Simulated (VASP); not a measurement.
CoO:

```
Co O
1.0
     2.79799    0.00000    0.00000
    -1.39900    2.42313    0.00000
     0.00000    0.00000    2.73070
Co O
1 1
Direct
  0.00000 0.00000 0.00000
  0.66667 0.33333 0.50000
```

Base run:

- Program: VASP 6.6.1
- Functional: PBE
- Potentials or basis: VASP PAW PBE potentials, release 64 (Co_sv, O)
- Cutoff: 600 eV
- k mesh: 11 × 11 × 10
- Occupations: fermi-dirac, width 0.05 eV
- Spin: collinear spin, ferromagnetic start
- Starting moments: [2.0, 0.0] μB

Its results: band gap on the k mesh zero (filled and empty bands overlap); pressure 0.6 GPa; net moment 3.00 μB per cell; site moments Co +2.53; O +0.40 μB.

Q: The run is repeated on the same cell with these changes: potentials or basis from VASP PAW PBE potentials, release 64 (Co_sv, O) to VASP PAW PBE potentials, release 64 (Co, O); cutoff from 600 eV to 520 eV; further incar settings from ALGO = Normal; EDIFF = 1e-06; NBANDS = 22 to ALGO = Normal; EDIFF = 1e-07; NBANDS = 18; valence electrons from 23 to 15. What comes out?

A: Band gap on the k mesh zero (filled and empty bands overlap); pressure 2.8 GPa; net moment 3.00 μB per cell; site moments Co +2.54; O +0.41 μB.

Caveats: a cell with one magnetic atom can't hold antiferromagnetic order, which such compounds often take; semilocal functionals often make such compounds metallic where correlation or magnetic order opens a gap, which also shifts bond lengths.
